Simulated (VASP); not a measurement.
# SiO2 (P4_2/nmc) in VASP: settings compared, part 2 of 2

VASP 6.6.1.

### 4 Relaxation of cell and atoms, PBE

This run uses another cell than the first one, of 6.35 Å³/atom, 0.492 times its volume.

INCAR reads:

```
SYSTEM = SiO2
PREC     = Accurate       ! precision mode
ENCUT    = 600            ! plane-wave cutoff, eV
EDIFF    = 1E-6           ! SCF threshold, eV
ISMEAR   = -1             ! smearing method
SIGMA    = 0.02           ! smearing width, eV
LREAL    = .False.        ! projectors in reciprocal space
LASPH    = .True.         ! aspherical terms in the spheres
NELM     = 100            ! most SCF steps
ALGO     = Normal         ! electronic algorithm
ISIF     = 3              ! what is computed and relaxed
LWAVE    = .False.        ! write WAVECAR
LCHARG   = .False.        ! write CHGCAR
GGA      = PE             ! functional
IBRION   = 2              ! ionic algorithm
NSW      = 80             ! ionic steps
EDIFFG   = -0.005         ! ionic threshold
```

KPOINTS reads:

```
regular mesh
0
Gamma
  8 8 6
  0 0 0
```

POSCAR reads:

```
SiO2
1.0
    2.9717754200      0.0000000000      0.0000000000
    0.0000000000      2.9717754200      0.0000000000
    0.0000000000      0.0000000000      4.3131288000
Si O
2 4
Direct
    0.0000000000      0.0000000000      0.0000000000
    0.5000000000      0.5000000000      0.5000000000
    0.0000000000      0.5000000000      0.3017749100
    0.0000000000      0.5000000000      0.8017749100
    0.5000000000      0.0000000000      0.6982250900
    0.5000000000      0.0000000000      0.1982250900
```

Command:

```console
cat potpaw_PBE.64/Si/POTCAR potpaw_PBE.64/O/POTCAR > POTCAR
mpirun -np 1 vasp_std > vasp.out
```

Run time: 2.4 min. Hardware: 1 thread of Intel Xeon 6975P-C (Granite Rapids), shared host; peak memory 0.17 GiB.

The run converged. Its results:

```yaml
Free_energy: -44.6620 eV
Relaxed_volume: 8.87 Å³/atom
Relaxed_cell: a = 3.012 Å, b = 3.012 Å, c = 5.866 Å, α = 90.00°, β = 90.00°, γ = 90.00°
Space_group_after_relaxing_to_0.05_Å: P4_2/nmc (No. 137)
Energy_gained_by_relaxing: 919.5 meV/atom
Ionic_steps: 19
Pressure_after_relaxing: 0.0 GPa
Band_gap_on_the_k_mesh: 4.60 eV, indirect (least direct gap 5.01 eV)
```

The path:
| step | energy change (eV) | largest force (eV/Å) | pressure (GPa) | volume (Å³) |
| --- | --- | --- | --- | --- |
| 1 | 0.0000 | 2.4957 | 98.74 | 38.09 |
| 2 | -0.9794 | 1.8473 | -45.27 | 63.93 |
| 3 | -3.1944 | 2.0874 | -11.39 | 49.91 |
| 4 | -3.2009 | 2.0970 | -8.93 | 49.38 |
| 5 | -4.3575 | 1.6363 | -3.24 | 49.14 |
| 6 | -5.1607 | 0.1016 | 15.25 | 48.59 |
| 7 | -5.1593 | 0.4347 | 21.89 | 48.42 |
| 8 | -5.4434 | 0.7064 | 2.67 | 53.54 |
| 9 | -5.4464 | 0.6846 | 4.17 | 53.08 |
| 10 | -5.4952 | 0.1061 | -2.12 | 53.52 |
| 11 | -5.4953 | 0.0775 | -2.41 | 53.55 |
| 12 | -5.5109 | 0.0098 | 0.00 | 52.98 |
| 13 | -5.5120 | 0.0395 | 0.80 | 52.80 |
| 14 | -5.5145 | 0.0679 | 0.03 | 52.99 |
| 15 | -5.5154 | 0.1034 | -0.92 | 53.23 |
| 16 | -5.5166 | 0.0527 | -0.14 | 53.18 |
| 17 | -5.5167 | 0.0373 | 0.07 | 53.17 |
| 18 | -5.5168 | 0.0260 | 0.05 | 53.18 |
| 19 | -5.5170 | 0.0017 | 0.01 | 53.22 |

Final structure:
```yaml
crystal:
  lattice:
    - [3.01190, 0.00000, 0.00000]
    - [0.00000, 3.01190, 0.00000]
    - [0.00000, 0.00000, 5.86623]
  atoms:
    - { symbol: Si, position: [0.00000, 0.00000, 0.00000] }
    - { symbol: Si, position: [0.50000, 0.50000, 0.50000] }
    - { symbol: O, position: [0.00000, 0.50000, 0.37723] }
    - { symbol: O, position: [0.00000, 0.50000, 0.87723] }
    - { symbol: O, position: [0.50000, 0.00000, 0.62277] }
    - { symbol: O, position: [0.50000, 0.00000, 0.12277] }
```

Levels at points of the mesh, in eV from the valence-band top:
```csv
k point,band 14,band 15,band 16,band 17,band 18,band 19
"(0.00, 0.00, 0.00)",-0.51,-0.41,-0.41,4.60,5.33,5.96
"(0.50, 0.00, 0.00)",-1.38,-0.72,-0.72,6.12,6.12,9.79
"(0.50, 0.50, 0.00)",-1.70,-0.59,-0.59,7.61,7.61,11.91
"(0.00, 0.00, 0.50)",-1.81,-0.48,-0.48,5.61,5.61,7.37
"(0.50, 0.00, 0.50)",-1.40,-0.74,-0.74,6.41,6.41,10.40
"(0.50, 0.50, 0.50)",-3.17,-0.82,-0.82,9.88,9.88,10.55
```

Caveat: the volume moved by over 15 % at a fixed basis, so the end points are rough.

### 5 Relaxation of cell and atoms, PBEsol

INCAR reads:

```
SYSTEM = SiO2
PREC     = Accurate       ! precision mode
ENCUT    = 600            ! plane-wave cutoff, eV
EDIFF    = 1E-7           ! SCF threshold, eV
ISMEAR   = -1             ! smearing method
SIGMA    = 0.02           ! smearing width, eV
LREAL    = .FALSE.        ! projectors in reciprocal space
LASPH    = .TRUE.         ! aspherical terms in the spheres
NELM     = 100            ! most SCF steps
ALGO     = Normal         ! electronic algorithm
ISIF     = 3              ! what is computed and relaxed
LWAVE    = .FALSE.        ! write WAVECAR
LCHARG   = .FALSE.        ! write CHGCAR
GGA      = PS             ! functional
IBRION   = 2              ! ionic algorithm
NSW      = 80             ! ionic steps
EDIFFG   = -0.005         ! ionic threshold
```

KPOINTS reads:

```
regular mesh
0
G
  8 8 4
  0 0 0
```

POSCAR reads:

```
SiO2
1.0
    2.8364651460      0.0000000000      0.0000000000
    0.0000000000      2.8364651460      0.0000000000
    0.0000000000      0.0000000000      9.6148461023
Si O
2 4
Direct
    0.0000000000      0.0000000000      0.0000000000
    0.5000000000      0.5000000000      0.5000000000
    0.0000000000      0.5000000000      0.4108616775
    0.0000000000      0.5000000000      0.9108616775
    0.5000000000      0.0000000000      0.5891383225
    0.5000000000      0.0000000000      0.0891383225
```

Command:

```console
cat potpaw_PBE.64/Si/POTCAR potpaw_PBE.64/O/POTCAR > POTCAR
mpirun -np 1 vasp_std > vasp.out
```

Run time: 7 min. Hardware: 1 thread of Intel Xeon 6975P-C (Granite Rapids), shared host; peak memory 0.24 GiB.

It converged, with:

| Property | Result |
| --- | --- |
| Free energy | -48.0027 eV |
| Relaxed volume | 11.19 Å³/atom |
| Relaxed cell | a = 2.827 Å, b = 2.827 Å, c = 8.399 Å, α = 90.00°, β = 90.00°, γ = 90.00° |
| Space group after relaxing (to 0.05 Å) | P4_2/nmc (No. 137) |
| Energy gained by relaxing | 7.3 meV/atom |
| Ionic steps | 28 |
| Pressure after relaxing | 0.0 GPa |
| Band gap on the k mesh | 4.99 eV, indirect (least direct gap 5.31 eV) |

Step by step:
| step | energy change (eV) | largest force (eV/Å) | pressure (GPa) | volume (Å³) |
| --- | --- | --- | --- | --- |
| 1 | 0.0000 | 0.1444 | -2.47 | 77.36 |
| 2 | 0.0133 | 0.4757 | 3.88 | 75.15 |
| 3 | -0.0076 | 0.0822 | -0.17 | 76.52 |
| 4 | -0.0087 | 0.0552 | -0.15 | 76.32 |
| 5 | -0.0097 | 0.0044 | -0.11 | 75.89 |
| 6 | -0.0107 | 0.0006 | -0.06 | 75.65 |
| 7 | -0.0138 | 0.0149 | 0.10 | 74.92 |
| 8 | -0.0199 | 0.0493 | 0.47 | 73.46 |
| 9 | -0.0298 | 0.1385 | 1.50 | 70.54 |
| 10 | -0.0189 | 0.3851 | 5.15 | 64.74 |
| 11 | -0.0298 | 0.2859 | 3.07 | 68.25 |
| 12 | -0.0289 | 0.3159 | 3.57 | 67.37 |
| 13 | -0.0290 | 0.3145 | 3.56 | 67.35 |
| 14 | -0.0294 | 0.3107 | 3.54 | 67.28 |
| 15 | -0.0300 | 0.3029 | 3.50 | 67.15 |
| 16 | -0.0312 | 0.2872 | 3.42 | 66.89 |
| 17 | -0.0330 | 0.2567 | 3.29 | 66.37 |
| 18 | -0.0344 | 0.1986 | 3.09 | 65.33 |
| 19 | -0.0358 | 0.1814 | 2.84 | 65.46 |
| 20 | -0.0393 | 0.1293 | 2.12 | 65.85 |
| 21 | -0.0433 | 0.0275 | 0.72 | 66.62 |
| 22 | -0.0438 | 0.0227 | 0.05 | 67.00 |
| 23 | -0.0438 | 0.0267 | -0.01 | 67.03 |
| 24 | -0.0438 | 0.0246 | -0.01 | 67.04 |
| 25 | -0.0439 | 0.0180 | -0.01 | 67.07 |
| 26 | -0.0439 | 0.0049 | 0.00 | 67.11 |
| 27 | -0.0439 | 0.0210 | 0.01 | 67.21 |
| 28 | -0.0439 | 0.0014 | 0.00 | 67.14 |

Final structure:
```
Si O
1.0
     2.82720    0.00000    0.00000
     0.00000    2.82720    0.00000
     0.00000    0.00000    8.39937
Si O
2 4
Direct
  0.00000 0.00000 0.00000
  0.50000 0.50000 0.50000
  0.00000 0.50000 0.39857
  0.00000 0.50000 0.89857
  0.50000 0.00000 0.60143
  0.50000 0.00000 0.10143
```

Levels at points of the mesh, in eV from the valence-band top:
```tsv
k point	band 13	band 14	band 15	band 16	band 17	band 18	band 19	band 20
(0.00, 0.00, 0.00)	-0.50	-0.50	-0.33	-0.33	4.99	6.41	6.50	7.18
(0.50, 0.00, 0.00)	-0.67	-0.67	-0.25	-0.25	8.06	8.06	10.24	10.24
(0.50, 0.50, 0.00)	-2.11	-2.11	-0.69	-0.69	7.12	7.12	8.33	8.33
(0.00, 0.00, 0.50)	-0.48	-0.48	-0.34	-0.34	5.65	5.65	6.84	6.84
(0.50, 0.00, 0.50)	-0.74	-0.74	-0.25	-0.25	8.09	8.09	10.41	10.41
(0.50, 0.50, 0.50)	-2.27	-2.27	-0.70	-0.70	7.70	7.70	7.70	7.70
```

Caveat: the PAW data sets were made with another functional, which shifts forces and pressure a little. A k mesh can miss the band edges.

### 6 Summary

```tsv
task	level	cell	k mesh	cutoff (eV)	smearing	gap on the mesh (eV)	pressure (GPa)	relaxed volume (Å³/atom)	largest force (eV/Å)
single point	PBE	a = 2.836, b = 2.836, c = 9.615 Å, 6 atoms	8 × 8 × 6	520	fermi-dirac 0.02 eV	5.03	0.3	-	0.02
single point	r2SCAN	a = 2.825, b = 2.825, c = 8.189 Å, 6 atoms	10 × 10 × 4	520	gaussian 0.01 eV	5.96	0.5	-	0.03
relaxation of cell and atoms	PBE	relaxed from a = 2.972, b = 2.972, c = 4.313 Å, 6 atoms	8 × 8 × 6	600	fermi-dirac 0.02 eV	4.60	0.0	8.87	-
relaxation of cell and atoms	PBEsol	relaxed from a = 2.836, b = 2.836, c = 9.615 Å, 6 atoms	8 × 8 × 4	600	fermi-dirac 0.02 eV	4.99	0.0	11.19	-
```

Alike in all rows: potentials or basis VASP PAW PBE potentials, release 64 (Si, O); no spin polarisation.

Caveats: the PAW data sets were made with another functional, which shifts forces and pressure a little (some runs); the volume moved by over 15 % at a fixed basis, so the end points are rough (some runs).

Absolute energies hang on the potentials; compare differences alone.
